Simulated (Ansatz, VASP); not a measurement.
One calculation of NaC8, two programs

The input INCAR:

```
ALGO = Normal
EDIFF = 1E-6
ENCUT = 520
GGA = PE
ISIF = 2
ISMEAR = 0
ISPIN = 2
IVDW = 12
LASPH = True
LCHARG = False
LORBIT = 11
LREAL = False
LWAVE = False
MAGMOM = 0 1 1 1 1 1 1 1 1
NBANDS = 34
NELM = 150
PREC = Accurate
SIGMA = 0.1
```

Contents of KPOINTS:

```
k-points
0
Gamma
  6 6 4
```

The input POSCAR:

```
NaC8
1.0
    4.9759647000      0.0000000000      0.0000000000
   -2.4879824000      4.3093119000      0.0000000000
    0.0000000000      0.0000000000      4.4859969000
Na C
1 8
Direct
    0.0000000000      0.0000000000      0.5000000000
    0.3346970000      0.1673485000      0.0000000000
    0.3333333000      0.6666667000      0.0000000000
    0.8326515000      0.1673485000      0.0000000000
    0.8326515000      0.6653030000      0.0000000000
    0.1673485000      0.3346970000      0.0000000000
    0.1673485000      0.8326515000      0.0000000000
    0.6666667000      0.3333333000      0.0000000000
    0.6653030000      0.8326515000      0.0000000000
```

Input for Ansatz:

```yaml
crystal:
  lattice:
    - [4.9759647, 0.0, 0.0]
    - [-2.4879824, 4.3093119, 0.0]
    - [0.0, 0.0, 4.4859969]
  atoms:
    - { symbol: Na, position: [0.0, 0.0, 0.5] }
    - { symbol: C, position: [0.334697, 0.1673485, 0.0], spin: 1.0 }
    - { symbol: C, position: [0.3333333, 0.6666667, 0.0], spin: 1.0 }
    - { symbol: C, position: [0.8326515, 0.1673485, 0.0], spin: 1.0 }
    - { symbol: C, position: [0.8326515, 0.665303, 0.0], spin: 1.0 }
    - { symbol: C, position: [0.1673485, 0.334697, 0.0], spin: 1.0 }
    - { symbol: C, position: [0.1673485, 0.8326515, 0.0], spin: 1.0 }
    - { symbol: C, position: [0.6666667, 0.3333333, 0.0], spin: 1.0 }
    - { symbol: C, position: [0.665303, 0.8326515, 0.0], spin: 1.0 }
basis:
  ecutwfc: 420
kpoints:
  mp_grid: { grid: [6, 6, 4] }
hamiltonian:
  xc: pbe
  dispersion: d3bj
scf:
  occupations: { method: gaussian, width: 0.1 }
  lower_state_search: "off"
output:
  forces: true
  stress: true
  eigenvalues: true
  populations: true
magnetization:
  spin_polarized: true
```

Alike in both runs: task single point; functional PBE; dispersion D3(BJ); k mesh 6 × 6 × 4; occupations gaussian, width 0.1 eV; collinear spin.

```csv
,VASP,Ansatz
version,VASP 6.6.1,Ansatz 0.2.0
potentials or method,"VASP PAW PBE potentials, release 64 (Na_pv, C), cutoff 520 eV","scalar-relativistic, plane waves, PAW"
valence electrons in the cell,39,41
```

```csv
,VASP,Ansatz,Ansatz less VASP
gap on the k mesh at the Fermi level (eV),none,none,-
pressure (GPa),0.3,0.2,-0.13
"traceless stress, the component that is largest in VASP (GPa)",-0.33,-0.08,+0.244
rms of the force components (eV/Å),0.007,0.008,+0.0009
net moment per atom (μB),0.00,0.00,0.000
```

Atom by atom the forces differ by 0.001 eV/Å (rms over components). A gap of «none» marks a metal or a gap that the smearing closes. VASP's potentials hold 39 valence electrons a cell and Ansatz's 41, so a difference there can come from the potentials and not from the codes. Ansatz's warnings: seeded moment not kept.
